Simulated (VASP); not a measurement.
## Cr: single point with LDA

The system is Cr.

```
Cr
1.0
     0.00000    1.79599    1.79599
     1.79599    0.00000    1.79599
     1.79599    1.79599    0.00000
Cr
1
Direct
  0.00000 0.00000 0.00000
```

This cell differs from its parent crystal: volume scaled by 1.04.

```yaml
Program: VASP 6.6.1
Task: single point
Functional: LDA
Potentials_or_basis: VASP PAW LDA potentials, release 64 (Cr_pv)
Cutoff: 500 eV
k_mesh: 25 × 25 × 25
Occupations: fermi-dirac, width 0.1 eV
Spin: no spin polarisation
Dipole_correction: no
Further_INCAR_settings: ALGO = Normal; EDIFF = 1e-06; NBANDS = 12
```

- Pressure: -10.0 GPa
- Band gap on the k mesh: zero (band 6 reaches 13.03 eV, above the bottom of band 7 at 10.04 eV)

Levels at points of the mesh, in eV from the Fermi level:
| k point | band 2 | band 3 | band 4 | band 5 | band 6 | band 7 | band 8 | band 9 | band 10 | band 11 |
| --- | --- | --- | --- | --- | --- | --- | --- | --- | --- | --- |
| (0.00, 0.00, 0.00) | -41.93 | -41.93 | -7.52 | -0.45 | -0.45 | -0.45 | 1.33 | 1.33 | 5.79 | 20.02 |

Run time: 50 s on 1 thread of Intel(R) Xeon(R) Platinum 8259CL CPU @ 2.50GHz (Skylake/Cascade Lake), with other jobs on the host, peak memory 0.16 GiB.

Caveat: the run has no spin polarisation, though such a crystal can be magnetic. Spin polarisation is off, so any magnetic state and its effect on volume and gap are missing.
